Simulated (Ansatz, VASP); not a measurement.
## Os in VASP and in Ansatz

File POSCAR:

```
Os
1.0
    0.0000000000      1.9450000000      1.8866500000
    1.9450000000      0.0000000000      1.8866500000
    1.9450000000      1.9450000000      0.0000000000
Os
1
Direct
    0.0000000000      0.0000000000      0.0000000000
```

The input INCAR.step1:

```
PREC = Accurate ; ENCUT = 520
ISMEAR = 0 ; SIGMA = 0.15
LREAL = False ; LASPH = True
NELM = 100 ; NBANDS = 10
GGA = PE ; ALGO = Normal
EDIFF = 1E-4 ; LWAVE = True
LCHARG = False
```

Contents of INCAR.step2:

```
PREC = Accurate ; ENCUT = 520
EDIFF = 1E-6 ; ISMEAR = 0
SIGMA = 0.15 ; LREAL = False
LASPH = True ; NELM = 100
ALGO = Normal ; ISIF = 2
LWAVE = False ; LCHARG = False
METAGGA = R2SCAN ; LMIXTAU = True
NBANDS = 10 ; ISTART = 1
```

The input KPOINTS:

```
Automatic mesh
0
Gamma
  20 20 20
```

Input for Ansatz:

```yaml
crystal:
  lattice:
    - [0.0, 1.945, 1.88665]
    - [1.945, 0.0, 1.88665]
    - [1.945, 1.945, 0.0]
  atoms:
    - { symbol: Os, position: [0.0, 0.0, 0.0] }
basis:
  ecutwfc: 500
kpoints:
  mp_grid: { grid: [20, 20, 20] }
hamiltonian:
  xc: r2scan
scf:
  occupations: { method: gaussian, width: 0.15 }
output:
  forces: true
  stress: true
  eigenvalues: true
```

Change from the starting cell: strain +0.000 along x and y, -0.030 along z, atoms carried along.

Alike in both runs: task single point; functional r2SCAN; k mesh 20 × 20 × 20; occupations gaussian, width 0.15 eV; no spin polarisation.

|  | VASP | Ansatz |
| --- | --- | --- |
| version | VASP 6.6.1 | Ansatz 0.2.0 |
| potentials or method | VASP PAW PBE potentials, release 64 (Os), cutoff 520 eV | scalar-relativistic, plane waves, PAW |
| valence electrons in the cell | 8 | 16 |

```csv
,VASP,Ansatz,Ansatz less VASP
gap on the k mesh at the Fermi level (eV),none,none,-
pressure (GPa),-4.8,-5.6,-0.86
"traceless stress, the component that is largest in VASP (GPa)",6.77,6.79,+0.021
```

VASP's potentials were made for PBE, not for r2SCAN. A gap of «none» marks a metal or a gap that the smearing closes. VASP's potentials hold 8 valence electrons a cell and Ansatz's 16, so a difference there can come from the potentials and not from the codes.

Spin-orbit coupling is off throughout.
